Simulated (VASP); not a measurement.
## Ge: single point with PBE

The system is Ge.

```
Ge
1.0
     0.00000    2.43005    2.43005
     2.43005    0.00000    2.43005
     2.43005    2.43005    0.00000
Ge
2
Direct
  0.87500 0.87500 0.87500
  0.12500 0.12500 0.12500
```

```json
{"Program": "VASP 6.6.1", "Task": "single point", "Functional": "PBE", "Potentials or basis": "VASP PAW PBE potentials, release 64 (Ge_d)", "Cutoff": "520 eV", "k mesh": "11 × 11 × 11", "Occupations": "fermi-dirac, width 0.08 eV", "Spin": "no spin polarisation"}
```

The pressure is 97.7 GPa. The band gap on the k mesh is zero (bands 14 and 15 overlap by 0.41 eV).

Levels at points of the mesh, in eV from the Fermi level:
```csv
k point,band 11,band 12,band 13,band 14,band 15,band 16,band 17,band 18
"(0.00, 0.00, 0.00)",-17.02,0.30,0.30,0.30,2.79,2.79,2.79,5.03
```

It took 29 s on 1 thread of AMD EPYC 7R13 Processor (Zen 3), on a shared host, peak memory 0.14 GiB.

Caveat: the cell stands under pressure; semilocal functionals underestimate gaps, so a narrow gap can read as zero.
